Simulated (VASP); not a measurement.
Wanted: the native input for a VASP 6.6.1 run.

```
Task                   : single point
Functional             : PBE
Potentials or basis    : VASP PAW PBE potentials, release 64 (Mg)
Cutoff                 : 520 eV
k mesh                 : 7 × 7 × 4
Occupations            : gaussian, width 0.2702 eV
Spin                   : no spin polarisation
Dipole correction      : no
Further INCAR settings : ALGO = Normal; EDIFF = 1e-06; NBANDS = 9
```

The structure of Mg lies in POSCAR:

```
Mg
1.0
    3.1548273979      0.0000000000      0.0000000000
   -1.5774136989      2.7321606711      0.0000000000
    0.0000000000      0.0000000000      5.3582893199
Mg
2
Direct
    0.3333333333      0.6666666667      0.2500000000
    0.6666666667      0.3333333333      0.7500000000
```

The input as run:

INCAR

```
  ALGO = Normal
  EDIFF = 1E-6
  ENCUT = 520
  GGA = PE
  ISIF = 2
  ISMEAR = 0
  LASPH = True
  LCHARG = False
  LREAL = False
  LWAVE = False
  NBANDS = 9
  NELM = 100
  PREC = Accurate
  SIGMA = 0.2702
```

KPOINTS

```
k-points
0
Gamma
  7 7 4
```

Potentials or basis: VASP PAW PBE potentials, release 64 (Mg).

The run is started by

```sh
$ cat potpaw_PBE.64/Mg/POTCAR > POTCAR
$ mpirun -np 1 vasp_std > vasp.out
```

Results of the run:

```json
{
 "Pressure": "-0.1 GPa",
 "Band gap on the k mesh": "zero (band 2 reaches 3.32 eV, above the bottom of band 3 at 0.95 eV)"
}
```

Run time: 6.4 s on 1 thread of Intel(R) Xeon(R) Platinum 8488C (Sapphire Rapids), on a shared host, peak memory 0.15 GiB.
